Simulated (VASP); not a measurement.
The system is TaH.

```
CELL_PARAMETERS angstrom
0.00000 2.21000 2.21000
2.21000 0.00000 2.21000
2.21000 2.21000 0.00000
ATOMIC_POSITIONS crystal
Ta 0.00000 0.00000 0.00000
H 0.50000 0.50000 0.50000
```

- Program: VASP 6.6.1
- Task: relaxation of cell and atoms
- Functional: PBE
- Potentials or basis: VASP PAW PBE potentials, release 64 (Ta_pv, H)
- Cutoff: 500 eV
- k mesh: 8 × 8 × 8
- Occupations: gaussian, width 0.2 eV
- Spin: no spin polarisation

At the start: pressure -13.4 GPa; volume 10.79 Å³/atom.

**Question.** How do energy, volume and symmetry change on relaxing?

**Answer.** Over 3 steps the energy falls by 34.0 meV/atom and the volume is 10.04 Å³/atom (-7.0 %); space group Fm-3m (No. 225, to 0.05 Å).

Step by step:
```
step  energy change (eV)  largest force (eV/Å)  pressure (GPa)  volume (Å³)
   1              0.0000                0.0000          -13.40        21.59
   2             -0.0177                0.0000           14.52        18.89
   3             -0.0681                0.0000           -0.12        20.07
```

Final structure:
```cif
data_structure
_symmetry_space_group_name_H-M 'P 1'
_symmetry_Int_Tables_number 1
_cell_length_a 3.0504
_cell_length_b 3.0504
_cell_length_c 3.0504
_cell_angle_alpha 60.000
_cell_angle_beta 60.000
_cell_angle_gamma 60.000
_cell_volume 20.07
loop_
_atom_site_label
_atom_site_type_symbol
_atom_site_fract_x
_atom_site_fract_y
_atom_site_fract_z
_atom_site_occupancy
Ta1 Ta 0.00000 0.00000 0.00000 1
H1 H 0.50000 0.50000 0.50000 1
```
